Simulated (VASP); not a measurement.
# Zr2Zn2N3 (P-3m1) in VASP: notebook

Zr2Zn2N3 is run at these levels: LDA, r2SCAN+D3(BJ); tasks: single point.

Everything below comes from runs of VASP 6.6.1. Logs are shortened: lines on timing, memory, paths and dates and some standing lists are left out, and cuts for length are marked.

**1. The cell of the first run**

It takes space group P-3m1 (No. 164, trigonal). Conventional cell: a = 3.220 Å, b = 3.220 Å, c = 10.279 Å, α = 90.00°, β = 90.00°, γ = 120.00°. Within 2.9 Å of Zr (site symmetry 3m) lie 6 N at 2.21 to 2.32 Å and 1 Zn at 2.80 Å. Zn (site symmetry 3m) has 3 N at 2.46 Å and 3 Zn at 2.65 Å and 1 Zr at 2.80 Å within 3.2 Å. Within 3.1 Å of N (site symmetry -3m) lie 6 Zr at 2.32 Å. Within 2.9 Å of N (site symmetry 3m) lie 3 Zr at 2.21 Å and 3 Zn at 2.46 Å.

**2. Single point, LDA**

The input, INCAR:

```
PREC = Accurate ; ENCUT = 520
EDIFF = 1E-6 ; ISMEAR = 0
SIGMA = 0.02 ; LREAL = F
LASPH = T ; NELM = 100
ALGO = Normal ; ISIF = 2
LWAVE = F ; LCHARG = F
NBANDS = 40
```

The input, KPOINTS:

```
Automatic mesh
0
Gamma
  10 10 3
```

The input, POSCAR:

```
Zr2Zn2N3
1.0
    3.2204070070      0.0000000000      0.0000000000
   -1.6102035035      2.7889542786      0.0000000000
    0.0000000000      0.0000000000     10.2785760000
Zr Zn N
2 2 3
Direct
    0.3333333333      0.6666666667      0.1350020000
    0.6666666667      0.3333333333      0.8649980000
    0.6666666667      0.3333333333      0.5921750000
    0.3333333333      0.6666666667      0.4078250000
    0.0000000000      0.0000000000      0.0000000000
    0.6666666667      0.3333333333      0.2518160000
    0.3333333333      0.6666666667      0.7481840000
```

Potentials or basis: VASP PAW LDA potentials, release 64 (Zr_sv, Zn, N).

The run is started by

```bash
$ cat potpaw_LDA.64/Zr_sv/POTCAR potpaw_LDA.64/Zn/POTCAR potpaw_LDA.64/N/POTCAR > POTCAR
$ mpirun -np 1 vasp_std > vasp.out
```

OUTCAR:

```text
PREC = Accurate
   ENCUT = 520
   EDIFF = 1E-6
   ISMEAR = 0
   LREAL = F
   LASPH = T
   NELM = 100
   ISIF = 2

 ion  position               nearest neighbor table
   1  0.333  0.667  0.135-   6 2.21   6 2.21   6 2.21   5 2.32   5 2.32   5 2.32   4 2.80   2 3.34
                             2 3.34   2 3.34
   2  0.667  0.333  0.865-   7 2.21   7 2.21   7 2.21   5 2.32   5 2.32   5 2.32   3 2.80   1 3.34
                             1 3.34   1 3.34
   3  0.667  0.333  0.592-   4 2.65   4 2.65   4 2.65   2 2.80
   4  0.333  0.667  0.408-   3 2.65   3 2.65   3 2.65   1 2.80
   5  0.000  0.000  0.000-   1 2.32   2 2.32   2 2.32   1 2.32   2 2.32   1 2.32
   6  0.667  0.333  0.252-   1 2.21   1 2.21   1 2.21
   7  0.333  0.667  0.748-   2 2.21   2 2.21   2 2.21

  LATTYP: Found a hexagonal cell.
 ALAT       =     3.2204070070
 C/A-ratio  =     3.1917009178

  Lattice vectors:

 A1 = (   3.2204070070,   0.0000000000,   0.0000000000)
 A2 = (  -1.6102035035,   2.7889542786,   0.0000000000)
 A3 = (   0.0000000000,   0.0000000000,  10.2785760000)

Analysis of symmetry for initial positions (statically):
=====================================================================
 Subroutine PRICEL returns:
 Original cell was already a primitive cell.

 Routine SETGRP: Setting up the symmetry group for a
 hexagonal supercell.

 Subroutine GETGRP returns: Found 12 space group operations
 (whereof 12 operations were pure point group operations)
 out of a pool of 24 trial point group operations.

The static configuration has the point symmetry D_3d.

Analysis of symmetry for dynamics (positions and initial velocities):
=====================================================================
 Subroutine PRICEL returns:
 Original cell was already a primitive cell.

 Routine SETGRP: Setting up the symmetry group for a
 hexagonal supercell.

 Subroutine GETGRP returns: Found 12 space group operations
 (whereof 12 operations were pure point group operations)
 out of a pool of 24 trial point group operations.

The dynamic configuration has the point symmetry D_3d.

 Subroutine INISYM returns: Found 12 space group operations
 (whereof 12 operations are pure point group operations),
 and found     1 'primitive' translations

----------------------------------------------------------------------------------------

                                     Primitive cell

  volume of cell :      92.3177

  direct lattice vectors                    reciprocal lattice vectors
     3.220407007  0.000000000  0.000000000     0.310519757  0.179278665  0.000000000
    -1.610203503  2.788954279  0.000000000     0.000000000  0.358557330  0.000000000
     0.000000000  0.000000000 10.278576000     0.000000000  0.000000000  0.097289741

  length of vectors
     3.220407007  3.220407007 10.278576000     0.358557330  0.358557330  0.097289741

  position of ions in fractional coordinates (direct lattice)
     0.333333333  0.666666667  0.135002000
     0.666666667  0.333333333  0.864998000
     0.666666667  0.333333333  0.592175000
     0.333333333  0.666666667  0.407825000
     0.000000000  0.000000000  0.000000000
     0.666666667  0.333333333  0.251816000
     0.333333333  0.666666667  0.748184000

  ion indices of the primitive-cell ions
   primitive index   ion index
                 1           1
                 2           2
                 3           3
                 4           4
                 5           5
                 6           6
                 7           7

----------------------------------------------------------------------------------------

 KPOINTS: Automatic mesh

Automatic generation of k-mesh.
 Grid dimensions read from file:
 generate k-points for:   10   10    3

 Generating k-lattice:

  Cartesian coordinates                     Fractional coordinates (reciprocal lattice)
     0.031051976  0.017927867  0.000000000     0.100000000 -0.000000000  0.000000000
     0.000000000  0.035855733  0.000000000     0.000000000  0.100000000  0.000000000
     0.000000000  0.000000000  0.032429914     0.000000000  0.000000000  0.333333333

  Length of vectors
     0.035855733  0.035855733  0.032429914

  Shift w.r.t. Gamma in fractional coordinates (k-lattice)
     0.000000000  0.000000000  0.000000000

 Subroutine IBZKPT returns following result:
 ===========================================

 Found     36 irreducible k-points:

 Following reciprocal coordinates:
            Coordinates               Weight
  0.000000  0.000000  0.000000      1.000000
  0.100000 -0.000000  0.000000      6.000000
  0.200000 -0.000000  0.000000      6.000000
  0.300000  0.000000  0.000000      6.000000
  0.400000 -0.000000  0.000000      6.000000
  0.500000 -0.000000  0.000000      3.000000
[... 16 lines left out ...]
  0.000000  0.400000  0.333333      6.000000
  0.500000 -0.000000  0.333333      6.000000
 [... further k-points ...]
   k-points           NKPTS =     36   k-points in BZ     NKDIM =     36   number of bands    NBANDS=     40
   number of dos      NEDOS =    301   number of ions     NIONS =      7
   total plane-waves  NPLWV =  46080
   dimension x,y,z NGX =    24 NGY =   24 NGZ =   80
   dimension x,y,z NGXF=    48 NGYF=   48 NGZF=  160
   ions per type =               2   2   3
   NGX,Y,Z   is equivalent  to a cutoff of  12.39, 12.39, 12.94 a.u.
   NGXF,Y,Z  is equivalent  to a cutoff of  24.78, 24.78, 25.88 a.u.
 SYSTEM =  unknown system
   PREC   = accura    normal or accurate (medium, high low for compatibility)
   ISTART =      0    job   : 0-new  1-cont  2-samecut
   ICHARG =      2    charge: 1-file 2-atom 10-const
   ISPIN  =      1    spin polarized calculation?
   LNONCOLLINEAR =      F non collinear calculations
   LSORBIT =      F    spin-orbit coupling
   LASPH  =      T    aspherical Exc in radial PAW
   ENCUT  =  520.0 eV  38.22 Ry    6.18 a.u.   5.99  5.99 19.11*2*pi/ulx,y,z
   NELM   =    100;   NELMIN=  2; NELMDL= -5     # of ELM steps
   EDIFF  = 0.1E-05   stopping-criterion for ELM
   LREAL  =      F    real-space projection
   EDIFFG = 0.1E-04   stopping-criterion for IOM
   NSW    =      0    number of steps for IOM
   IBRION =     -1    ionic relax: 0-MD 1-quasi-New 2-CG
   NFREE  =      0    steps in history (QN), initial steepest desc. (CG)
   ISIF   =      2    stress and relaxation
   ISYM   =      2    0-nonsym 1-usesym 2-fastsym
   POTIM  = 0.5000    time-step for ionic-motion
   TEBEG  =    0.0;   TEEND  =   0.0 temperature during run
   PSTRESS=    0.0 pullay stress
   NELECT =      63.0000    total number of electrons
   NUPDOWN=      -1.0000    fix difference up-down
   EMIN   =  10.00;   EMAX   =-10.00  energy-range for DOS
   EFERMI =   0.00;   METHOD = LEGACY
   ISMEAR =     0;   SIGMA  =   0.02  broadening in eV -4-tet -1-fermi 0-gaus
   EFERMI_NEDOS =   21; number of points for ismear=-14 and -15
   IALGO  =     38    algorithm
   IMIX   =      4    mixing-type and parameters
     AMIX     =   0.40;   BMIX     =  1.00
     AMIX_MAG =   1.60;   BMIX_MAG =  1.00
  volume/ion in A,a.u.               =      13.19        89.00
  Fermi-wavevector in a.u.,A,eV,Ry     =   1.441319  2.723697 28.264732  2.077399
  Thomas-Fermi vector in A             =   2.559964
   LORBIT       =      0    0 simple, 1 ext, 2 COOP (PROOUT), +10 PAW based schemes
   GGA     = CA    functional components
   LHFCALC =     F    Hartree Fock is set to
   AEXX    =    0.0000 exact exchange contribution
   IVDW    =     0    specifies the selected vdW correction
   LEPSILON=     F    determine dielectric tensor
   LRPA    =     F    only Hartree local field effects (RPA)
 non-spin polarized calculation
 Gauss-broadening in eV      SIGMA  =   0.02
  energy-cutoff  :      520.00
  volume of cell :       92.32
 maximum number of plane-waves:      2516
   NGX = 11   NGY = 11   NGZ = 39

 number of electron      63.0000024 magnetization

 Free energy of the ion-electron system (eV)
  ---------------------------------------------------
  ext. energy  EPLUGINS =         0.00000000
  ---------------------------------------------------
  free energy    TOTEN  =       -56.14858193 eV

  energy without entropy =      -56.14822240  energy(sigma->0) =      -56.14840217

 E-fermi :   6.9354     XC(G=0): -12.0028

 val. band max:        6.8525841447   @ k =   0.2000  -0.0000   0.0000
 cond. band min:       6.9449039767   @ k =  -0.1000   0.5000   0.3333
 fundamental gap:      0.0923198319
 Fermi energy:         6.9353652511

 k-point     1 :       0.0000    0.0000    0.0000
  band No.  band energies     occupation
      1     -42.1035      2.00000
      2     -42.0515      2.00000
      3     -20.7462      2.00000
      4     -20.2611      2.00000
      5     -19.9473      2.00000
      6     -19.9473      2.00000
[... 32 lines left out ...]
     39      10.7921      0.00000
     40      11.2774      0.00000

 k-point     2 :       0.1000   -0.0000    0.0000
  band No.  band energies     occupation
      1     -42.0925      2.00000
      2     -42.0428      2.00000
      3     -20.7165      2.00000
      4     -20.2633      2.00000
      5     -20.0317      2.00000
      6     -20.0058      2.00000
[... 32 lines left out ...]
     39      11.1949      0.00000
     40      11.3768      0.00000

 k-point     3 :       0.2000   -0.0000    0.0000
  band No.  band energies     occupation
      1     -42.0634      2.00000
      2     -42.0202      2.00000
      3     -20.6409      2.00000
      4     -20.3514      2.00000
      5     -20.2422      2.00000
      6     -20.1512      2.00000
[... 32 lines left out ...]
     39      11.5677      0.00000
     40      11.6342      0.00000

 k-point     4 :       0.3000    0.0000    0.0000
  band No.  band energies     occupation
      1     -42.0263      2.00000
      2     -41.9929      2.00000
      3     -20.6532      2.00000
      4     -20.5556      2.00000
      5     -20.4361      2.00000
      6     -20.1655      2.00000
[... 32 lines left out ...]
     39      10.5763      0.00000
     40      11.8084      0.00000
[... 772 lines left out ...]
     39      11.1196      0.00000
     40      12.0614      0.00000

 k-point    23 :       0.0000    0.4000    0.3333
  band No.  band energies     occupation
      1     -41.9946      2.00000
      2     -41.9722      2.00000
      3     -20.8569      2.00000
      4     -20.7306      2.00000
      5     -20.3766      2.00000
      6     -20.1680      2.00000
[... 32 lines left out ...]
     39      11.1057      0.00000
     40      12.0377      0.00000

 k-point    24 :       0.5000   -0.0000    0.3333
  band No.  band energies     occupation
      1     -41.9816      2.00000
      2     -41.9651      2.00000
      3     -20.9392      2.00000
      4     -20.8040      2.00000
      5     -20.3312      2.00000
      6     -20.1758      2.00000
[... 32 lines left out ...]
     39      11.4136      0.00000
     40      11.6939      0.00000

 [... further k-points ...]
[... 5 lines left out ...]
  --------------------------------------------------------------------------------------
  -------------------------------------------------------------------------------------
  Total       -6.6469220     -6.6469220     -7.4142964      0.0000000     -0.0000000     -0.0000000
  in kB     -115.3575585   -115.3575585   -128.6753683      0.0000000     -0.0000000     -0.0000000
  external PRESSURE =    -119.7968284 kB  Pullay stress =       0.0000000 kB

 VOLUME and BASIS-vectors are now :
 -----------------------------------------------------------------------------
  energy-cutoff  :      520.00
  volume of cell :       92.32
      direct lattice vectors                 reciprocal lattice vectors
     3.220407007  0.000000000  0.000000000     0.310519757  0.179278665  0.000000000
    -1.610203503  2.788954279  0.000000000     0.000000000  0.358557330  0.000000000
     0.000000000  0.000000000 10.278576000     0.000000000  0.000000000  0.097289741

 POSITION                                       TOTAL-FORCE (eV/Angst)
 -----------------------------------------------------------------------------------
     -0.00000      1.85930      1.38763        -0.000000     -0.000000      0.121464
      1.61020      0.92965      8.89095         0.000000      0.000000     -0.121464
      1.61020      0.92965      6.08672         0.000000      0.000000      0.127341
     -0.00000      1.85930      4.19186         0.000000     -0.000000     -0.127341
      0.00000      0.00000      0.00000         0.000000      0.000000      0.000000
      1.61020      0.92965      2.58831         0.000000      0.000000     -0.331605
     -0.00000      1.85930      7.69027        -0.000000      0.000000      0.331605
 -----------------------------------------------------------------------------------
    total drift:                                0.000000     -0.000000      0.000000

  FREE ENERGIE OF THE ION-ELECTRON SYSTEM (eV)
  ---------------------------------------------------
  free  energy   TOTEN  =       -56.1485819269 eV

  energy  without entropy=      -56.1482224038  energy(sigma->0) =      -56.14840217
```

Run time: 2 min. Hardware: 1 thread of Intel Xeon Platinum 8259CL at 2.50GHz (Skylake/Cascade Lake), shared host; peak memory 0.24 GiB.

Results:

| Quantity | Value |
| --- | --- |
| Free energy | -56.1486 eV |
| Pressure | -12.0 GPa |
| Largest force | 0.332 eV/Å |

Forces on the atoms (eV/Å):
```
Zr   0.000  0.000  0.121
Zr   0.000  0.000 -0.121
Zn   0.000  0.000  0.127
Zn   0.000  0.000 -0.127
N    0.000  0.000  0.000
N    0.000  0.000 -0.332
N    0.000  0.000  0.332
```

Stress tensor (GPa, compression positive):
```
-11.54   0.00   0.00
  0.00 -11.54   0.00
  0.00   0.00 -12.87
```

**3. Single point, r2SCAN+D3(BJ)**

POSCAR is that of step 2.

The input, INCAR.step1:

```
SYSTEM = Zr2Zn2N3
PREC = Accurate
ENCUT = 520
ISMEAR = 0
SIGMA = 0.1
LREAL = .FALSE.
LASPH = .TRUE.
NELM = 100
NBANDS = 40
GGA = PE
ALGO = Normal
EDIFF = 1E-4
LWAVE = .TRUE.
LCHARG = .FALSE.
```

The input, INCAR.step2:

```
SYSTEM = Zr2Zn2N3
PREC = Accurate
ENCUT = 520
EDIFF = 1E-6
ISMEAR = 0
SIGMA = 0.1
LREAL = .FALSE.
LASPH = .TRUE.
NELM = 100
ALGO = Normal
ISIF = 2
LWAVE = .FALSE.
LCHARG = .FALSE.
METAGGA = R2SCAN
LMIXTAU = .TRUE.
IVDW = 12
VDW_S6 = 1.0
VDW_S8 = 0.78981345
VDW_A1 = 0.49484001
VDW_A2 = 5.73083694
NBANDS = 40
ISTART = 1
```

The input, KPOINTS:

```
regular mesh
0
G
  10 10 3
  0 0 0
```

Potentials or basis: VASP PAW PBE potentials, release 64 (Zr_sv, Zn, N).

The run is started by

```bash
$ cat potpaw_PBE.64/Zr_sv/POTCAR potpaw_PBE.64/Zn/POTCAR potpaw_PBE.64/N/POTCAR > POTCAR
$ cp INCAR.step1 INCAR
$ mpirun -np 1 vasp_std > vasp.out
$ cp INCAR.step2 INCAR
$ mpirun -np 1 vasp_std > vasp.out
```

OUTCAR:

```text
SYSTEM = Zr2Zn2N3
   PREC = Accurate
   ENCUT = 520
   EDIFF = 1E-6
   ISMEAR = 0
   LREAL = .FALSE.
   LASPH = .TRUE.
   NELM = 100
   ISIF = 2
   METAGGA = R2SCAN
   IVDW = 12
   ISTART = 1
 IVDW          = 12

 ion  position               nearest neighbor table
   1  0.333  0.667  0.135-   6 2.21   6 2.21   6 2.21   5 2.32   5 2.32   5 2.32   4 2.80   2 3.34
                             2 3.34   2 3.34
   2  0.667  0.333  0.865-   7 2.21   7 2.21   7 2.21   5 2.32   5 2.32   5 2.32   3 2.80   1 3.34
                             1 3.34   1 3.34
[... 1250 lines left out ...]
  -------------------------------------------------------------------------------------
  Total      -3.85887    -3.85887    -3.95845     0.00000     0.00000     0.00000
  in kB     -66.97077   -66.97077   -68.69899     0.00000     0.00000     0.00000
  external pressure =      -67.55 kB  Pullay stress =        0.00 kB

 VOLUME and BASIS-vectors are now :
 -----------------------------------------------------------------------------
  energy-cutoff  :      520.00
  volume of cell :       92.32
      direct lattice vectors                 reciprocal lattice vectors
     3.220407007  0.000000000  0.000000000     0.310519757  0.179278665  0.000000000
    -1.610203503  2.788954279  0.000000000     0.000000000  0.358557330  0.000000000
     0.000000000  0.000000000 10.278576000     0.000000000  0.000000000  0.097289741

 POSITION                                       TOTAL-FORCE (eV/Angst)
 -----------------------------------------------------------------------------------
     -0.00000      1.85930      1.38763         0.000000     -0.000000      0.274258
      1.61020      0.92965      8.89095         0.000000     -0.000000     -0.274258
      1.61020      0.92965      6.08672        -0.000000     -0.000000      0.006525
     -0.00000      1.85930      4.19186         0.000000      0.000000     -0.006525
      0.00000      0.00000      0.00000         0.000000      0.000000      0.000000
      1.61020      0.92965      2.58831         0.000000      0.000000     -0.301525
     -0.00000      1.85930      7.69027         0.000000      0.000000      0.301525
 -----------------------------------------------------------------------------------
    total drift:                                0.000000     -0.000000      0.000000

  FREE ENERGIE OF THE ION-ELECTRON SYSTEM (eV)
  ---------------------------------------------------
  free  energy   TOTEN  =       -98.8364949404 eV

  energy  without entropy=      -98.8321313223  energy(sigma->0) =      -98.83431313
```

OUTCAR.step1:

```text
SYSTEM = Zr2Zn2N3
   PREC = Accurate
   ENCUT = 520
   ISMEAR = 0
   LREAL = .FALSE.
   LASPH = .TRUE.
[... 1275 lines left out ...]
      0.00000      0.00000      0.00000        -0.000000      0.000000      0.000000
      1.61020      0.92965      2.58831        -0.000000      0.000000     -0.188407
     -0.00000      1.85930      7.69027        -0.000000      0.000000      0.188407
 -----------------------------------------------------------------------------------
    total drift:                                0.000000     -0.000000      0.000000

  FREE ENERGIE OF THE ION-ELECTRON SYSTEM (eV)
  ---------------------------------------------------
  free  energy   TOTEN  =       -50.1170565675 eV

  energy  without entropy=      -50.1124812718  energy(sigma->0) =      -50.11476892
```

It took 7.4 min on 1 thread of Intel Xeon Platinum 8259CL at 2.50GHz (Skylake/Cascade Lake), shared host; peak memory 0.29 GiB.

What came out:

```yaml
Free_energy: -98.8365 eV
Pressure: -6.8 GPa
Largest_force: 0.302 eV/Å
Dispersion_energy_per_atom: -0.165 eV
```

Forces in eV/Å, atoms in the order of the input:
```
Zr   0.000  0.000  0.274
Zr   0.000  0.000 -0.274
Zn   0.000  0.000  0.007
Zn   0.000  0.000 -0.007
N    0.000  0.000  0.000
N    0.000  0.000 -0.302
N    0.000  0.000  0.302
```

Levels at points of the mesh, in eV from the Fermi level:
| k point | band 29 | band 30 | band 31 | band 32 | band 33 | band 34 |
| --- | --- | --- | --- | --- | --- | --- |
| (0.00, 0.00, 0.00) | -3.36 | -1.94 | -1.94 | 1.03 | 1.03 | 1.30 |
| (0.50, 0.00, 0.00) | -3.19 | -2.49 | -1.95 | -0.98 | 0.39 | 0.94 |

Caveat: the PAW data sets were made with another functional, which shifts forces and pressure a little; pairwise dispersion overbinds metals, which lowers pressure and volume.
